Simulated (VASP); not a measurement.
Write the native input for VASP 6.6.1 that does the following.

- Task: single point
- Functional: PBEsol
- Potentials or basis: VASP PAW PBE potentials, release 64 (Al, H)
- Cutoff: 520 eV
- k mesh: 3 × 2 × 1
- Occupations: fermi-dirac, width 0.1 eV
- Spin: no spin polarisation
- Dipole correction: no
- Further INCAR settings: LREAL = Auto; ALGO = Normal; EDIFF = 1e-06; NBANDS = 42

The structure of Al18H lies in POSCAR:

```
Al18H
1.0
    5.7275650000      0.0000000000      0.0000000000
    4.2956740000      7.4403250000      0.0000000000
    0.0000000000      0.0000000000     17.6765370000
Al H
18 1
Direct
    0.1666665958      0.1111111410      0.0565722234
    0.6666666831      0.1111111410      0.0565722234
    0.1666667458      0.4444444295      0.0565722234
    0.6666666585      0.4444444295      0.0565722234
    0.1666666204      0.7777778524      0.0565722234
    0.6666667077      0.7777778524      0.0565722234
   -0.1692870391      0.2253326300      0.1862273702
    0.3350504199      0.2210006955      0.1875740706
   -0.1632220393      0.5531806742      0.1848242673
    0.3309246032      0.5567696304      0.1877386957
   -0.1661404521      0.8894022775      0.1884976678
    0.3320574215      0.8890717811      0.1886896738
   -0.0140270112      0.0166375797      0.3181442723
    0.5009771679     -0.0013262862      0.3196307059
    0.0043409925      0.3307452295      0.3194650626
    0.4961836772      0.3352630429      0.3192552930
   -0.0073518751      0.6589057602      0.3175604475
    0.5188529549      0.6571206231      0.3170548055
    0.1658820066      0.7793033234      0.3581488275
```

One way to write it, as run:

INCAR

```
  PREC = Accurate
  ENCUT = 520
  EDIFF = 1E-6
  ISMEAR = -1
  SIGMA = 0.1
  LREAL = Auto
  LASPH = T
  NELM = 100
  ALGO = Normal
  ISIF = 2
  LWAVE = F
  LCHARG = T
  GGA = PS
  LELF = T
  LVHAR = T
  NBANDS = 42
```

KPOINTS

```
Automatic mesh
0
Gamma
  3 2 1
```

Potentials or basis: VASP PAW PBE potentials, release 64 (Al, H).

The run is started by

```bash
$ cat potpaw_PBE.64/Al/POTCAR potpaw_PBE.64/H/POTCAR > POTCAR
$ mpirun -np 1 vasp_std > vasp.out
```

It gave:

```json
{
  "Largest force": "0.100 eV/Å",
  "Band gap on the k mesh": "zero (an odd number of electrons rules out a gap without spin polarisation)"
}
```

Caveat: the k points lie up to 0.42 Å⁻¹ apart, too coarse for converged energies and pressures of a metal; the PAW data sets were made with another functional, which shifts forces and pressure a little.

It took 2.7 min on 1 thread of Intel(R) Xeon(R) 6975P-C (Granite Rapids), with other jobs on the host, peak memory 0.79 GiB.
